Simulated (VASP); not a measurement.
# Ag (Fm-3m) in VASP: notebook

Runs on Ag. Level: PBE. Tasks: relaxation of cell and atoms, single point.

Everything below comes from runs of VASP 6.6.1. Logs are shortened: lines on timing, memory, paths and dates and some standing lists are left out, and cuts for length are marked.

## 1. The cell of the first run

It takes space group Fm-3m (No. 225, cubic). The conventional cell has a = 4.085 Å, b = 4.085 Å, c = 4.085 Å, α = 90.00°, β = 90.00°, γ = 90.00°. Ag (site symmetry m-3m) has 12 Ag at 2.89 Å within 3.8 Å.

## 2. Relaxation of cell and atoms, PBE

File INCAR:

```
SYSTEM = Ag
  PREC = Accurate
  ENCUT = 600
  EDIFF = 1E-6
  ISMEAR = 0
  SIGMA = 0.1
  LREAL = .FALSE.
  LASPH = .TRUE.
  NELM = 80
  ALGO = Normal
  ISIF = 3
  LWAVE = .FALSE.
  LCHARG = .FALSE.
  GGA = PE
  IBRION = 2
  NSW = 100
  EDIFFG = -0.005
```

File KPOINTS:

```
Automatic mesh
0
G
  18 18 18
  0 0 0
```

File POSCAR:

```
Ag
1.0
    0.0000000000      2.0427500000      2.0427500000
    2.0427500000      0.0000000000      2.0427500000
    2.0427500000      2.0427500000      0.0000000000
Ag
1
Direct
    0.0000000000      0.0000000000      0.0000000000
```

Potentials or basis: VASP PAW PBE potentials, release 64 (Ag).

The run is started by

```
> cat potpaw_PBE.64/Ag/POTCAR > POTCAR
> mpirun -np 1 vasp_std > vasp.out
```

OUTCAR:

```text
SYSTEM = Ag
   PREC = Accurate
   ENCUT = 600
   EDIFF = 1E-6
   ISMEAR = 0
   LREAL = .FALSE.
   LASPH = .TRUE.
   NELM = 80
   ISIF = 3
   GGA = PE
   IBRION = 2
   NSW = 100
   EDIFFG = -0.005

 ion  position               nearest neighbor table
   1  0.000  0.000  0.000-

  LATTYP: Found a face centered cubic cell.
 ALAT       =     4.0855000000

  Lattice vectors:

 A1 = (   0.0000000000,   2.0427500000,   2.0427500000)
 A2 = (   2.0427500000,   0.0000000000,   2.0427500000)
 A3 = (   2.0427500000,   2.0427500000,   0.0000000000)

Analysis of symmetry for initial positions (statically):
=====================================================================
 Subroutine PRICEL returns:
 Original cell was already a primitive cell.

 Routine SETGRP: Setting up the symmetry group for a
 face centered cubic supercell.

 Subroutine GETGRP returns: Found 48 space group operations
 (whereof 48 operations were pure point group operations)
 out of a pool of 48 trial point group operations.

The static configuration has the point symmetry O_h .

Analysis of symmetry for dynamics (positions and initial velocities):
=====================================================================
 Subroutine PRICEL returns:
 Original cell was already a primitive cell.

 Routine SETGRP: Setting up the symmetry group for a
 face centered cubic supercell.

 Subroutine GETGRP returns: Found 48 space group operations
 (whereof 48 operations were pure point group operations)
 out of a pool of 48 trial point group operations.

The dynamic configuration has the point symmetry O_h .

 Subroutine INISYM returns: Found 48 space group operations
 (whereof 48 operations are pure point group operations),
 and found     1 'primitive' translations

----------------------------------------------------------------------------------------

                                     Primitive cell

  volume of cell :      17.0481

  direct lattice vectors                    reciprocal lattice vectors
     0.000000000  2.042750000  2.042750000    -0.244768082  0.244768082  0.244768082
     2.042750000  0.000000000  2.042750000     0.244768082 -0.244768082  0.244768082
     2.042750000  2.042750000  0.000000000     0.244768082  0.244768082 -0.244768082

  length of vectors
     2.888884755  2.888884755  2.888884755     0.423950755  0.423950755  0.423950755

  position of ions in fractional coordinates (direct lattice)
     0.000000000  0.000000000  0.000000000

  ion indices of the primitive-cell ions
   primitive index   ion index
                 1           1

----------------------------------------------------------------------------------------

 KPOINTS: Automatic mesh

Automatic generation of k-mesh.
 Grid dimensions read from file:
 generate k-points for:   18   18   18

 Generating k-lattice:

  Cartesian coordinates                     Fractional coordinates (reciprocal lattice)
    -0.013598227  0.013598227  0.013598227     0.055555556  0.000000000  0.000000000
     0.013598227 -0.013598227  0.013598227     0.000000000  0.055555556  0.000000000
     0.013598227  0.013598227 -0.013598227     0.000000000  0.000000000  0.055555556

  Length of vectors
     0.023552820  0.023552820  0.023552820

  Shift w.r.t. Gamma in fractional coordinates (k-lattice)
     0.000000000  0.000000000  0.000000000

 Subroutine IBZKPT returns following result:
 ===========================================

 Found    195 irreducible k-points:

 Following reciprocal coordinates:
            Coordinates               Weight
  0.000000  0.000000  0.000000      1.000000
  0.055556  0.000000  0.000000      8.000000
  0.111111  0.000000  0.000000      8.000000
  0.166667  0.000000  0.000000      8.000000
  0.222222  0.000000  0.000000      8.000000
  0.277778  0.000000  0.000000      8.000000
[... 16 lines left out ...]
 -0.277778  0.055556  0.000000     24.000000
 -0.222222  0.055556  0.000000     24.000000
 [... further k-points ...]
   k-points           NKPTS =    195   k-points in BZ     NKDIM =    195   number of bands    NBANDS=      9
   number of dos      NEDOS =    301   number of ions     NIONS =      1
   total plane-waves  NPLWV =  13824
   dimension x,y,z NGX =    24 NGY =   24 NGZ =   24
   dimension x,y,z NGXF=    48 NGYF=   48 NGZF=   48
   ions per type =               1
   NGX,Y,Z   is equivalent  to a cutoff of  13.81, 13.81, 13.81 a.u.
   NGXF,Y,Z  is equivalent  to a cutoff of  27.62, 27.62, 27.62 a.u.
 SYSTEM =  Ag
   PREC   = accura    normal or accurate (medium, high low for compatibility)
   ISTART =      0    job   : 0-new  1-cont  2-samecut
   ICHARG =      2    charge: 1-file 2-atom 10-const
   ISPIN  =      1    spin polarized calculation?
   LNONCOLLINEAR =      F non collinear calculations
   LSORBIT =      F    spin-orbit coupling
   LASPH  =      T    aspherical Exc in radial PAW
   ENCUT  =  600.0 eV  44.10 Ry    6.64 a.u.   5.77  5.77  5.77*2*pi/ulx,y,z
   NELM   =     80;   NELMIN=  2; NELMDL= -5     # of ELM steps
   EDIFF  = 0.1E-05   stopping-criterion for ELM
   LREAL  =      F    real-space projection
   EDIFFG = -.5E-02   stopping-criterion for IOM
   NSW    =    100    number of steps for IOM
   IBRION =      2    ionic relax: 0-MD 1-quasi-New 2-CG
   NFREE  =      1    steps in history (QN), initial steepest desc. (CG)
   ISIF   =      3    stress and relaxation
   ISYM   =      2    0-nonsym 1-usesym 2-fastsym
   POTIM  = 0.5000    time-step for ionic-motion
   TEBEG  =    0.0;   TEEND  =   0.0 temperature during run
   PSTRESS=    0.0 pullay stress
   NELECT =      11.0000    total number of electrons
   NUPDOWN=      -1.0000    fix difference up-down
   EMIN   =  10.00;   EMAX   =-10.00  energy-range for DOS
   EFERMI =   0.00;   METHOD = LEGACY
   ISMEAR =     0;   SIGMA  =   0.10  broadening in eV -4-tet -1-fermi 0-gaus
   EFERMI_NEDOS =   21; number of points for ismear=-14 and -15
   IALGO  =     38    algorithm
   IMIX   =      4    mixing-type and parameters
     AMIX     =   0.40;   BMIX     =  1.00
     AMIX_MAG =   1.60;   BMIX_MAG =  1.00
  volume/ion in A,a.u.               =      17.05       115.05
  Fermi-wavevector in a.u.,A,eV,Ry     =   1.414644  2.673290 27.228221  2.001218
  Thomas-Fermi vector in A             =   2.536165
   LORBIT       =      0    0 simple, 1 ext, 2 COOP (PROOUT), +10 PAW based schemes
   GGA     = PE    functional components
   LHFCALC =     F    Hartree Fock is set to
   AEXX    =    0.0000 exact exchange contribution
   IVDW    =     0    specifies the selected vdW correction
   LEPSILON=     F    determine dielectric tensor
   LRPA    =     F    only Hartree local field effects (RPA)
 conjugate gradient relaxation of ions
 non-spin polarized calculation
 Gauss-broadening in eV      SIGMA  =   0.10
  energy-cutoff  :      600.00
  volume of cell :       17.05
 maximum number of plane-waves:       588
   NGX = 11   NGY = 11   NGZ = 11

--------------------------------------- Ionic step        1  -------------------------------------------

 number of electron      10.9999999 magnetization

 Free energy of the ion-electron system (eV)
  ---------------------------------------------------
  ext. energy  EPLUGINS =         0.00000000
  ---------------------------------------------------
  free energy    TOTEN  =        -2.70992223 eV

  energy without entropy =       -2.70894116  energy(sigma->0) =       -2.70943169

------------------------ aborting loop because EDIFF is reached ----------------------------------------

  FORCE on cell =-STRESS in cart. coord.  units (eV):
  Direction    XX          YY          ZZ          XY          YZ          ZX
  --------------------------------------------------------------------------------------
  -------------------------------------------------------------------------------------
  Total        0.4824839      0.4824839      0.4824839      0.0000000      0.0000000     -0.0000000
  in kB       45.3437804     45.3437804     45.3437804      0.0000000      0.0000000     -0.0000000
  external PRESSURE =      45.3437804 kB  Pullay stress =       0.0000000 kB

 VOLUME and BASIS-vectors are now :
 -----------------------------------------------------------------------------
  energy-cutoff  :      600.00
  volume of cell :       17.05
      direct lattice vectors                 reciprocal lattice vectors
     0.000000000  2.042750000  2.042750000    -0.244768082  0.244768082  0.244768082
     2.042750000  0.000000000  2.042750000     0.244768082 -0.244768082  0.244768082
     2.042750000  2.042750000  0.000000000     0.244768082  0.244768082 -0.244768082
[... 36 lines left out ...]
 POSITION                                       TOTAL-FORCE (eV/Angst)
 -----------------------------------------------------------------------------------
      4.18060      2.09030      2.09030        -0.000000      0.000000     -0.000000
 -----------------------------------------------------------------------------------
    total drift:                                0.000000      0.000000      0.000000

  FREE ENERGIE OF THE ION-ELECTRON SYSTEM (eV)
  ---------------------------------------------------
  free  energy   TOTEN  =        -2.7168210135 eV

  energy  without entropy=       -2.7156440559  energy(sigma->0) =       -2.71623253

--------------------------------------- Ionic step        3  -------------------------------------------

 number of electron      11.0000000 magnetization

 Free energy of the ion-electron system (eV)
  ---------------------------------------------------
  ext. energy  EPLUGINS =         0.00000000
  ---------------------------------------------------
  free energy    TOTEN  =        -2.72007381 eV

  energy without entropy =       -2.71899434  energy(sigma->0) =       -2.71953408

 E-fermi :   7.8122     XC(G=0): -11.9539

 val. band max:        7.7817605139   @ k =   0.5000   0.1667   0.0556
 cond. band min:       7.9228832201   @ k =   0.5000   0.3333   0.1111
 fundamental gap:      0.1411227063
 Fermi energy:         7.8122435761

 k-point     1 :       0.0000    0.0000    0.0000
  band No.  band energies     occupation
      1       0.3881      2.00000
      2       3.1890      2.00000
      3       3.1890      2.00000
      4       3.1890      2.00000
      5       4.1462      2.00000
      6       4.1462      2.00000
      7      23.7681      0.00000
      8      27.0909      0.00000
      9      27.0909      0.00000

 k-point     2 :       0.0556    0.0000    0.0000
  band No.  band energies     occupation
      1       0.4815      2.00000
      2       3.1684      2.00000
      3       3.2141      2.00000
      4       3.2141      2.00000
      5       4.1367      2.00000
      6       4.1367      2.00000
      7      23.7737      0.00000
      8      26.2497      0.00000
      9      27.1167      0.00000
[... 253 lines left out ...]
 k-point    24 :      -0.2222    0.0556    0.0000
  band No.  band energies     occupation
      1       1.7502      2.00000
      2       3.2134      2.00000
      3       3.4168      2.00000
      4       3.4435      2.00000
      5       4.1050      2.00000
      6       4.4486      2.00000
      7      19.0787      0.00000
      8      23.8311      0.00000
      9      26.0502      0.00000

 [... further k-points ...]
[... 5 lines left out ...]
  --------------------------------------------------------------------------------------
  -------------------------------------------------------------------------------------
  Total        0.0012266      0.0012266      0.0012266      0.0000000      0.0000000      0.0000000
  in kB        0.1103909      0.1103909      0.1103909      0.0000000      0.0000000      0.0000000
  external PRESSURE =       0.1103909 kB  Pullay stress =       0.0000000 kB

 VOLUME and BASIS-vectors are now :
 -----------------------------------------------------------------------------
  energy-cutoff  :      600.00
  volume of cell :       17.80
      direct lattice vectors                 reciprocal lattice vectors
     0.000000000  2.072468495  2.072468495    -0.241258191  0.241258191  0.241258191
     2.072468495  0.000000000  2.072468495     0.241258191 -0.241258191  0.241258191
     2.072468495  2.072468495  0.000000000     0.241258191  0.241258191 -0.241258191

 POSITION                                       TOTAL-FORCE (eV/Angst)
 -----------------------------------------------------------------------------------
      0.00000      0.00000      0.00000         0.000000     -0.000000     -0.000000
 -----------------------------------------------------------------------------------
    total drift:                               -0.000000      0.000000     -0.000000

  FREE ENERGIE OF THE ION-ELECTRON SYSTEM (eV)
  ---------------------------------------------------
  free  energy   TOTEN  =        -2.7200738073 eV

  energy  without entropy=       -2.7189943429  energy(sigma->0) =       -2.71953408

 reached required accuracy - stopping structural energy minimisation
```

Run time: 34 s. Hardware: 1 thread of Intel Xeon 6975P-C (Granite Rapids), shared host; peak memory 0.18 GiB.

Results:

```yaml
Free_energy: -2.7201 eV
Relaxed_volume: 17.80 Å³/atom
Relaxed_cell: a = 2.931 Å, b = 2.931 Å, c = 2.931 Å, α = 60.00°, β = 60.00°, γ = 60.00°
Space_group_after_relaxing_to_0.05_Å: Fm-3m (No. 225)
Energy_gained_by_relaxing: 10.2 meV/atom
Ionic_steps: 3
Pressure_after_relaxing: 0.0 GPa
```

Step by step:
| step | energy change (eV) | largest force (eV/Å) | pressure (GPa) | volume (Å³) |
| --- | --- | --- | --- | --- |
| 1 | 0.0000 | 0.0000 | 4.53 | 17.05 |
| 2 | -0.0069 | 0.0000 | -2.18 | 18.27 |
| 3 | -0.0102 | 0.0000 | 0.01 | 17.80 |

Final structure:
```
Ag
1.0
     0.00000    2.07247    2.07247
     2.07247    0.00000    2.07247
     2.07247    2.07247    0.00000
Ag
1
Direct
  0.00000 0.00000 0.00000
```

Levels at points of the mesh, in eV from the Fermi level:
```tsv
k point	band 4	band 5	band 6	band 7	band 8	band 9
(0.00, 0.00, 0.00)	-4.62	-3.67	-3.67	15.96	19.28	19.28
(0.50, 0.00, 0.00)	-2.93	-2.93	-0.25	3.40	15.18	17.46
(0.50, 0.50, 0.00)	-2.74	-2.74	1.68	6.44	10.48	10.48
```

PBE usually gives volumes a little too large and moduli too small. Zero-point motion and thermal expansion aren't in these numbers.

[end of part 1 of 2]
